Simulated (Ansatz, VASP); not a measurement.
**LiCl in VASP and in Ansatz**

File INCAR:

```
PREC = Accurate ; ENCUT = 520
EDIFF = 1E-6 ; ISMEAR = 0
SIGMA = 0.02 ; LREAL = False
LASPH = True ; NELM = 100
ALGO = Normal ; ISIF = 2
LWAVE = False ; LCHARG = True
GGA = PS ; LELF = True
LVHAR = True ; NBANDS = 12
```

Contents of KPOINTS:

```
regular mesh
0
Gamma
  8 8 8
```

The input POSCAR:

```
LiCl
1.0
    0.0000000000      2.6312385792      2.6312385792
    2.6312385792      0.0000000000      2.6312385792
    2.6312385792      2.6312385792      0.0000000000
Li Cl
1 1
Direct
    0.0000000000      0.0000000000      0.0000000000
    0.5000000000      0.5000000000      0.5000000000
```

Input for Ansatz:

```yaml
crystal:
  lattice:
    - [0.0, 2.6312385792, 2.6312385792]
    - [2.6312385792, 0.0, 2.6312385792]
    - [2.6312385792, 2.6312385792, 0.0]
  atoms:
    - { symbol: Li, position: [0.0, 0.0, 0.0] }
    - { symbol: Cl, position: [0.5, 0.5, 0.5] }
basis:
  ecutwfc: 420
kpoints:
  mp_grid: { grid: [8, 8, 8] }
hamiltonian:
  xc: pbesol
scf:
  occupations: { method: gaussian, width: 0.02 }
output:
  forces: true
  stress: true
  eigenvalues: true
```

Alike in both runs: task single point; functional PBEsol; k mesh 8 × 8 × 8; occupations gaussian, width 0.02 eV; no spin polarisation.

|  | VASP | Ansatz |
| --- | --- | --- |
| version | VASP 6.6.1 | Ansatz 0.2.0 |
| potentials or method | VASP PAW PBE potentials, release 64 (Li_sv, Cl), cutoff 520 eV | scalar-relativistic, plane waves, PAW |
| valence electrons in the cell | 10 | 10 |

Ansatz gave:

| Item | Value |
| --- | --- |
| gap on the k mesh at the Fermi level (eV) | 5.72 |
| least direct gap on the mesh (eV) | 5.72 |

Q: Estimate VASP's values.

A: gap on the k mesh at the Fermi level (eV): 5.73; least direct gap on the mesh (eV): 5.73.

VASP's potentials were made for PBE, not for PBEsol.

Noted on VASP's run: the cutoff is short for stress, so the pressure is rough.
